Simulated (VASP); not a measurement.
Here is a VASP 6.6.1 calculation.

The input INCAR:

```
PREC = Accurate
ENCUT = 520
EDIFF = 1E-6
ISMEAR = 0
SIGMA = 0.05
LREAL = F
LASPH = T
NELM = 80
ALGO = Normal
ISIF = 2
LWAVE = F
LCHARG = T
GGA = PE
LELF = T
LVHAR = T
NBANDS = 44
```

Contents of KPOINTS:

```
Automatic mesh
0
Gamma
  4 4 4
```

File POSCAR:

```
CO2
1.0
    6.0407434404      0.0000000000      0.0000000000
    0.0000000000      6.0407434404      0.0000000000
    0.0000000000      0.0000000000      5.8969737466
C O
4 8
Direct
    0.0000000000      0.0000000000      0.0000000000
    0.5000000000      0.0000000000      0.5000000000
    0.5000000000      0.5000000000      0.0000000000
    0.0000000000      0.5000000000      0.5000000000
    0.1114834447      0.1114834447      0.1114834447
    0.3885165553      0.8885165553      0.6114834447
    0.6114834447      0.3885165553      0.8885165553
    0.8885165553      0.6114834447      0.3885165553
    0.8885165553      0.8885165553      0.8885165553
    0.6114834447      0.1114834447      0.3885165553
    0.3885165553      0.6114834447      0.1114834447
    0.1114834447      0.3885165553      0.6114834447
```

Potentials or basis: VASP PAW PBE potentials, release 64 (C, O).

Launch:

```console
$ cat potpaw_PBE.64/C/POTCAR potpaw_PBE.64/O/POTCAR > POTCAR
$ mpirun -np 1 vasp_std > vasp.out
```

Problem. Estimate the largest force.

Solution. 2.016 eV/Å.

Problem. Predict the pressure.

Solution. 4.5 GPa.

Forces on the atoms (eV/Å):
```
C    0.000  0.000  0.000
C    0.000  0.000  0.000
C    0.000  0.000  0.000
C    0.000  0.000  0.000
O    1.173  1.170  1.148
O   -1.173 -1.170  1.148
O    1.173 -1.170 -1.148
O   -1.173  1.170 -1.148
O   -1.173 -1.170 -1.148
O    1.173  1.170 -1.148
O   -1.173  1.170  1.148
O    1.173 -1.170  1.148
```

Caveat: the cell stands under pressure; this functional lacks dispersion, which holds the molecules together, so the pressure and a relaxed volume are unreliable; forces of over 1 eV/Å act on the atoms, so gaps and moduli don't describe the material at rest.
